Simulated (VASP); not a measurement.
A run of VASP 6.6.1:

File INCAR:

```
SYSTEM = Si12O23
ALGO = Normal
EDIFF = 1E-7
ENCUT = 520
GGA = PE
ISIF = 2
ISMEAR = 0
ISPIN = 2
LASPH = .True.
LCHARG = .False.
LORBIT = 11
LREAL = Auto
LWAVE = .False.
MAGMOM = 0 0 0 0 0 0 0 0 0 0 0 0 0 0 0 0 0 0 0 0 0 0 0 0 0 0 0 0 0.06 0 0 0 0 0 0
NBANDS = 120
NELECT = 185.0
NELM = 150
PREC = Accurate
SIGMA = 0.02
```

File KPOINTS:

```
k-points
0
Gamma
  2 2 1
  0 0 0
```

Contents of POSCAR:

```
Si12O23
1.0
   -2.4457500000      4.2361630000      5.3885000000
    4.8915000000      0.0000000000      5.3885000000
    4.8915000000      8.4723270000      0.0000000000
Si O
12 23
Direct
    0.0926662963      0.5819177253      0.9479897866
    0.4228949481      0.9094415092      0.0276058830
    0.0085660096     -0.0265958880      0.2715118275
    0.0946748955      0.5592970818      0.4568791680
    0.3971172655      0.9399574307      0.5309982173
   -0.0006152872      0.0097219031      0.7664852238
    0.6004740097      0.0689859513      0.2012483958
    0.9110061850      0.4311381965      0.2748553386
    0.4995991974      0.4958494432      0.5198718564
    0.6011935539      0.0671748232      0.6983472323
    0.9003209407      0.4340255379      0.7851579316
    0.5040048524      0.5024449945      0.0135312639
    0.3107634345      0.4692935387      0.9883298222
    0.9140991788      0.5425141644      0.0993635964
    0.9793914750      0.1903910247      0.2938413580
    0.5734386743      0.9828213239      0.0749439092
    0.5847381991      0.3130314956      0.1396458938
    0.3191796435      0.4560396197      0.4788254754
    0.9220339389      0.4963639455      0.6072350540
    0.9137975697      0.1946027272      0.8470921325
    0.1755606132      0.0531735429      0.6132867188
    0.5731797237      0.9898632381      0.5715218808
    0.5683116520      0.3087415168      0.6553304903
    0.8206862836      0.9564171775      0.2266778809
    0.4228723917      0.0257179396      0.3506329041
    0.4250253578      0.6982100509      0.5781108667
    0.6847582432      0.5071972175      0.3697582100
    0.0745547480      0.4913595139      0.3213932766
    0.0535541491      0.8027915872      0.4195639398
    0.8199298470      0.9602184318      0.7307218571
    0.4265565864      0.0044939843      0.8537866599
    0.2016761439      0.9223240417      0.1319213696
    0.6750204616      0.5565044526      0.8618993691
    0.0715312392      0.4906432064      0.8252321955
    0.0909082575      0.8165858503      0.8868455860
```

Potentials or basis: VASP PAW PBE potentials, release 64 (Si, O).

Launch:

```sh
$ cat potpaw_PBE.64/Si/POTCAR potpaw_PBE.64/O/POTCAR > POTCAR
$ mpirun -np 1 vasp_std > vasp.out
```

Hardware: 1 thread of Oxide Virtual Turin-like Processor, on a shared host.

Problem. Estimate the wall time of this run.

Solution. It took 25 min on 1 thread of Oxide Virtual Turin-like Processor, on a shared host, peak memory 0.79 GiB. Counts: scf iterations 18, k points 4.
